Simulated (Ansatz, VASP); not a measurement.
## One calculation of MgS, two programs

```xyz
2
Lattice="0.0000 2.5929 2.5929 2.5929 0.0000 2.5929 2.5929 2.5929 0.0000" Properties=species:S:1:pos:R:3 pbc="T T T"
Mg    0.0000    0.0000    0.0000
S     2.5929    2.5929    2.5929
```

Change from the starting cell: volume scaled by 0.99, crystal datasets.

Alike in both runs: task electric field gradients; functional PBE; k mesh 8 × 8 × 8; occupations fermi-dirac, width 0.01 eV; no spin polarisation.

|  | VASP | Ansatz |
| --- | --- | --- |
| version | VASP 6.6.1 | Ansatz 0.2.0 |
| potentials or method | VASP PAW PBE potentials, release 64 (Mg, S), cutoff 520 eV | all-electron PAW with datasets made for the crystal, scalar-relativistic |

|  | VASP | Ansatz | Ansatz less VASP |
| --- | --- | --- | --- |
| gap on the k mesh at the Fermi level (eV) | 2.80 | 2.81 | +0.011 |
| pressure (GPa) | 1.7 | 2.0 | +0.29 |

Ansatz ran all-electron here, and VASP with PAW potentials.
